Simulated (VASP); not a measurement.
Set up this calculation in VASP 6.6.1, as the native input.

```
Task                   : single point
Functional             : PBE
Potentials or basis    : VASP PAW PBE potentials, release 64 (Al, As)
Cutoff                 : 520 eV
k mesh                 : 12 × 12 × 2
Occupations            : gaussian, width 0.1 eV
Spin                   : no spin polarisation
Dipole correction      : no
Further INCAR settings : ALGO = Normal; EDIFF = 1e-07; NBANDS = 34
```

The structure of AlAs4 lies in POSCAR:

```
AlAs4
1.0
    3.8431081619      0.0000000000      0.0000000000
   -1.9215540809      3.3282292977      0.0000000000
    0.0000000000      0.0000000000     20.4022501292
Al As
2 8
Direct
    0.3333333333      0.6666666667      0.0428858998
    0.6666666667      0.3333333333      0.9571141002
    0.6666666667      0.3333333333      0.0891322895
    0.3333333333      0.6666666667      0.9108677105
    0.0000000000      0.0000000000      0.2659649317
    0.3333333333      0.6666666667      0.3304980724
    0.6666666667      0.3333333333      0.4678497803
    0.3333333333      0.6666666667      0.5321502197
    0.0000000000      0.0000000000      0.7340350683
    0.6666666667      0.3333333333      0.6695019276
```

The input as run:

INCAR

```
PREC = Accurate
ENCUT = 520
EDIFF = 1E-7
ISMEAR = 0
SIGMA = 0.1
LREAL = False
LASPH = True
NELM = 60
ALGO = Normal
ISIF = 2
LWAVE = False
LCHARG = False
GGA = PE
NBANDS = 34
```

KPOINTS

```
Automatic mesh
0
Gamma
  12 12 2
```

Potentials or basis: VASP PAW PBE potentials, release 64 (Al, As).

Launch:

```sh
$ cat potpaw_PBE.64/Al/POTCAR potpaw_PBE.64/As/POTCAR > POTCAR
$ mpirun -np 1 vasp_std > vasp.out
```

Results of the run:

```yaml
Pressure: 0.1 GPa
Largest_force: 0.060 eV/Å
Band_gap_on_the_k_mesh: zero (bands 23 and 24 overlap by 0.26 eV)
```

Caveat: semilocal functionals underestimate gaps, and a narrow one can read as zero; this functional lacks dispersion, which binds layers or chains, so the pressure and a relaxed spacing across them are unreliable.

It took 4.5 min on 1 thread of AMD EPYC 9R45 96-Core Processor (Zen 5) (shared host), peak memory 0.49 GiB.
